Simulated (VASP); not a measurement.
A run of VASP 6.6.1 is set up as follows.

Contents of INCAR:

```
SYSTEM = B
PREC = Accurate ; ENCUT = 520
EDIFF = 1E-6 ; ISMEAR = -1
SIGMA = 0.1 ; LREAL = .False.
LASPH = .True. ; NELM = 100
ALGO = Normal ; ISIF = 2
LWAVE = .False. ; LCHARG = .False.
GGA = PE ; NBANDS = 8
```

File KPOINTS:

```
regular mesh
0
Gamma
  21 21 21
  0 0 0
```

POSCAR

```
B
1.0
   -1.1383724417      1.1383724417      1.1383724417
    1.1383724417     -1.1383724417      1.1383724417
    1.1383724417      1.1383724417     -1.1383724417
B
1
Direct
    0.0000000000      0.0000000000      0.0000000000
```

Potentials or basis: VASP PAW PBE potentials, release 64 (B).

Run with:

```bash
$ cat potpaw_PBE.64/B/POTCAR > POTCAR
$ mpirun -np 1 vasp_std > vasp.out
```

Task: Estimate the pressure.

Result: 9.9 GPa.
